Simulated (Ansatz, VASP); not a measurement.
## SnO2 in VASP and in Ansatz

```
Sn O
1.0
     4.76052    0.00000    0.00000
     0.00000    4.76070    0.00000
     0.00000    0.00000    3.20005
Sn O
2 4
Direct
  0.50000 0.50000 0.50000
  0.00000 0.00000 0.00000
  0.30583 0.30592 0.00000
  0.80583 0.19408 0.50000
  0.19417 0.80592 0.50000
  0.69417 0.69408 0.00000
```

Alike in both runs: task single point; functional r2SCAN; k mesh 6 × 6 × 8; no spin polarisation.

|  | VASP | Ansatz |
| --- | --- | --- |
| version | VASP 6.6.1 | Ansatz 0.2.0 |
| potentials or method | VASP PAW PBE potentials, release 64 (Sn_d, O) | plane waves, PAW |
| plane-wave cutoff (eV) | 520 | 500 |
| occupations | gaussian, width 0.01 eV | fixed |
| valence electrons in the cell | 52 | 52 |

Ansatz gave:

```
gap on the k mesh at the Fermi level (eV)                     : 1.77
pressure (GPa)                                                : 0.0
traceless stress, the component that is largest in VASP (GPa) : 0.05
rms of the force components (eV/Å)                            : 0.002
```

Q: Which values does VASP return?

A: gap on the k mesh at the Fermi level (eV): 1.79; pressure (GPa): 1.1; traceless stress, the component that is largest in VASP (GPa): 0.39; rms of the force components (eV/Å): 0.011.

VASP's potentials were made for PBE, not for r2SCAN. Atom by atom the forces differ by 0.013 eV/Å (rms over components).
